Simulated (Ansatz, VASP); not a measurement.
## Two plane-wave programs on CuAu

POSCAR

```
CuAu
1.0
    2.8259604300      0.0000000000      0.0000000000
    0.0000000000      2.8259604300      0.0000000000
    0.0000000000      0.0000000000      3.6388645200
Cu Au
1 1
Direct
    0.5000000000      0.5000000000      0.5000000000
    0.0000000000      0.0000000000      0.0000000000
```

The input INCAR.step1:

```
SYSTEM = CuAu
PREC     = Accurate       ! precision mode
ENCUT    = 520            ! plane-wave cutoff, eV
ISMEAR   = -1             ! smearing method
SIGMA    = 0.1            ! smearing width, eV
LREAL    = .False.        ! projectors in reciprocal space
LASPH    = .True.         ! aspherical terms in the spheres
NELM     = 80             ! most SCF steps
NBANDS   = 18             ! bands
GGA      = PE             ! functional
ALGO     = Normal         ! electronic algorithm
EDIFF    = 1E-4           ! SCF threshold, eV
LWAVE    = .True.         ! write WAVECAR
LCHARG   = .False.        ! write CHGCAR
```

Contents of INCAR.step2:

```
SYSTEM = CuAu
PREC     = Accurate       ! precision mode
ENCUT    = 520            ! plane-wave cutoff, eV
EDIFF    = 1E-7           ! SCF threshold, eV
ISMEAR   = -1             ! smearing method
SIGMA    = 0.1            ! smearing width, eV
LREAL    = .False.        ! projectors in reciprocal space
LASPH    = .True.         ! aspherical terms in the spheres
NELM     = 80             ! most SCF steps
ALGO     = Normal         ! electronic algorithm
ISIF     = 2              ! what is computed and relaxed
LWAVE    = .False.        ! write WAVECAR
LCHARG   = .False.        ! write CHGCAR
METAGGA  = R2SCAN         ! meta-GGA
LMIXTAU  = .True.       
NBANDS   = 18             ! bands
ISTART   = 1
```

Contents of KPOINTS:

```
regular mesh
0
Gamma
  12 12 9
  0 0 0
```

Input for Ansatz:

```yaml
crystal:
  lattice:
    - [2.82596043, 0.0, 0.0]
    - [0.0, 2.82596043, 0.0]
    - [0.0, 0.0, 3.63886452]
  atoms:
    - { symbol: Cu, position: [0.5, 0.5, 0.5] }
    - { symbol: Au, position: [0.0, 0.0, 0.0] }
  symmetry: { tolerance: 0.0003 }
hamiltonian:
  xc: r2scan
  pseudopotentials: { kind: paw, azcp: { folder: soft_1 } }
basis:
  ecutwfc: 500
magnetization:
  spin_polarized: false
scf:
  occupations: { method: fermi_dirac, width: 0.1 }
kpoints:
  mp_grid: { grid: [12, 12, 9], shift: [0, 0, 0] }
  band_path:
    path:
      - [0.0, 0.0, 0.0]
      - [0.0, 0.5, 0.0]
      - [0.5, 0.5, 0.0]
      - [0.0, 0.0, 0.0]
      - [0.0, 0.0, 0.5]
      - [0.0, 0.5, 0.5]
      - [0.5, 0.5, 0.5]
      - [0.0, 0.0, 0.5]
      - [0.0, 0.5, 0.0]
      - [0.0, 0.5, 0.5]
      - [0.5, 0.5, 0.0]
    npoints: 11
output:
  forces: true
  stress: true
  eigenvalues: true
  bader: true
  populations: true
  elf: true
  write_potential: true
  write_density: true
  volumetric_format: npy
  dos:
    e_range: [-12, 8]
    de: 0.05
    projected: { site_lists: { Au: [Au], Cu: [Cu] } }
```

Alike in both runs: task single point; functional r2SCAN; k mesh 12 × 12 × 9; occupations fermi-dirac, width 0.1 eV; no spin polarisation.

|  | VASP | Ansatz |
| --- | --- | --- |
| version | VASP 6.6.1 | Ansatz 0.2.0 |
| potentials or method | VASP PAW PBE potentials, release 64 (Cu, Au), cutoff 520 eV | PAW plane waves |
| valence electrons in the cell | 22 | 38 |

|  | VASP | Ansatz | Ansatz less VASP |
| --- | --- | --- | --- |
| pressure (GPa) | 0.5 | 0.2 | -0.33 |
| traceless stress, the component that is largest in VASP (GPa) | -0.87 | -0.94 | -0.068 |

VASP's potentials were made for PBE, not for r2SCAN. VASP's potentials hold 22 valence electrons a cell and Ansatz's 38, so a difference there can come from the potentials and not from the codes.

Neither program's run includes spin-orbit coupling.
